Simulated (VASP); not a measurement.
# GaN: single point with PBE

The system is GaN.

```
Ga N
1.0
     0.00000    2.25350    2.25350
     2.25350    0.00000    2.25350
     2.25350    2.25350    0.00000
Ga N
1 1
Direct
  0.00000 0.00000 0.00000
  0.75000 0.75000 0.75000
```

```yaml
Program: VASP 6.6.1
Task: single point
Functional: PBE
Potentials_or_basis: VASP PAW PBE potentials, release 64 (Ga_d, N)
Cutoff: 600 eV
k_mesh: 4 × 1 × 4
Occupations: gaussian, width 0.1 eV
Spin: collinear spin, ferromagnetic start
Starting_moments: "[2.0, 0.0] μB"
```

```json
{
 "Pressure": "16.9 GPa",
 "Band gap on the k mesh": "1.37 eV, direct",
 "Net moment": "0.00 μB per cell",
 "Valence electrons inside the program's atomic spheres": "Ga 11.84; N 3.80"
}
```

Stress tensor (GPa, compression positive):
```
15.43  0.00  4.40
 0.00 19.96  0.00
 4.40  0.00 15.43
```

Levels at points of the mesh, in eV from the valence-band top:
Spin up:
```csv
k point,band 6,band 7,band 8,band 9,band 10,band 11,band 12,band 13
"(0.00, 0.00, 0.00)",-13.77,-0.17,-0.16,0.00,1.37,9.65,9.65,9.80
"(0.50, 0.00, 0.00)",-12.35,-7.48,-1.17,-1.04,4.18,8.41,9.74,9.84
"(0.00, 0.00, 0.50)",-12.35,-7.48,-1.17,-1.04,4.18,8.41,9.74,9.84
"(0.50, 0.00, 0.50)",-11.81,-6.58,-2.99,-2.89,2.78,6.22,11.45,13.58
```
Spin down:
| k point | band 6 | band 7 | band 8 | band 9 | band 10 | band 11 | band 12 | band 13 |
| --- | --- | --- | --- | --- | --- | --- | --- | --- |
| (0.00, 0.00, 0.00) | -13.77 | -0.17 | -0.16 | 0.00 | 1.37 | 9.65 | 9.65 | 9.80 |
| (0.50, 0.00, 0.00) | -12.35 | -7.48 | -1.17 | -1.04 | 4.18 | 8.41 | 9.74 | 9.84 |
| (0.00, 0.00, 0.50) | -12.35 | -7.48 | -1.17 | -1.04 | 4.18 | 8.41 | 9.74 | 9.84 |
| (0.50, 0.00, 0.50) | -11.81 | -6.58 | -2.99 | -2.89 | 2.78 | 6.22 | 11.45 | 13.58 |

Wall time 11 s on 1 thread of AMD EPYC 9R45 96-Core Processor (Zen 5) (shared host), peak memory 0.14 GiB.

Caveat: the k points lie up to 2.41 Å⁻¹ apart. Expect the measured gap to be larger: semilocal functionals such as PBE lack the derivative discontinuity.
